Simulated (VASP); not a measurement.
Si: G0W0 quasiparticle levels with PBE

Si:

```xyz
2
Lattice="0.0000 2.7155 2.7155 2.7155 0.0000 2.7155 2.7155 2.7155 0.0000" Properties=species:S:1:pos:R:3 pbc="T T T"
Si    0.0000    0.0000    0.0000
Si    1.3578    1.3578    1.3578
```

| Property | Result |
| --- | --- |
| Program | VASP 6.6.1 |
| Task | G0W0 quasiparticle levels |
| Functional | PBE |
| Potentials or basis | VASP PAW PBE potentials, release 64 (Si_GW) |
| Cutoff | 500 eV |
| k mesh | 2 × 2 × 2 |
| Occupations | gaussian, width 0.01 eV |
| Spin | no spin polarisation |
| Dipole correction | no |
| GW scheme | G0W0 |
| GW iterations | 1 |
| Cutoff of the response function | 113.3 |
| Frequency points | 48 |
| Empty bands | 198 |
| Further INCAR settings | ALGO = EVGW0; EDIFF = 1e-08; NBANDS = 202 |

```yaml
Band_gap_on_the_k_mesh_mean-field_level: 0.60 eV, indirect (least direct gap 2.44 eV)
Quasiparticle_gap: 1.08 eV
Least_direct_quasiparticle_gap: 3.13 eV
```

Levels at points of the mesh, in eV from the valence-band top:
```
           k point  band 1  band 2  band 3  band 4  band 5  band 6  band 7  band 8
(0.00, 0.00, 0.00)  -12.02    0.00    0.00    0.00    2.44    2.44    2.44    3.38
(0.50, 0.00, 0.00)   -9.67   -7.04   -1.23   -1.23    1.49    3.20    3.20    7.64
(0.50, 0.50, 0.00)   -7.85   -7.85   -2.92   -2.92    0.60    0.60   10.05   10.05
```

Run time: 12 s on 1 thread of Intel(R) Xeon(R) 6975P-C (Granite Rapids), on a shared host, peak memory 0.25 GiB.

Caveat: the k points lie up to 1.00 Å⁻¹ apart; bands, screening cutoff and mesh are small and nothing is extrapolated, so the quasiparticle values aren't converged. A k mesh can miss the band edges.
